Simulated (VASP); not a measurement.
A run of VASP 6.6.1:

File INCAR:

```
ALGO = Normal ; EDIFF = 1E-6
ENCUT = 520 ; GGA = PE
ISIF = 2 ; ISMEAR = 0
LASPH = True ; LCHARG = False
LREAL = False ; LWAVE = False
NBANDS = 26 ; NELM = 80
PREC = Accurate ; SIGMA = 0.05
```

The input KPOINTS:

```
k-points
0
Gamma
  12 12 6
```

Contents of POSCAR:

```
GaN
1.0
    3.0845996707      0.0000000000      0.0000000000
   -1.5422998354      2.6713416753      0.0000000000
    0.0000000000      0.0000000000      5.2434900000
Ga N
2 2
Direct
    0.3333333333      0.6666666667      0.0000000000
    0.6666666667      0.3333333333      0.5000000000
    0.3333333333      0.6666666667      0.3750000000
    0.6666666667      0.3333333333      0.8750000000
```

Potentials or basis: VASP PAW PBE potentials, release 64 (Ga_d, N).

Run with:

```bash
$ cat potpaw_PBE.64/Ga_d/POTCAR potpaw_PBE.64/N/POTCAR > POTCAR
$ mpirun -np 1 vasp_std > vasp.out
```

Hardware: 1 thread of Intel(R) Xeon(R) 6975P-C (Granite Rapids) (shared host).

**Question.** How long does it take, and how much memory?

**Answer.** Wall time 36 s on 1 thread of Intel(R) Xeon(R) 6975P-C (Granite Rapids), on a shared host, peak memory 0.2 GiB. Counts: scf iterations 14, k points 76.
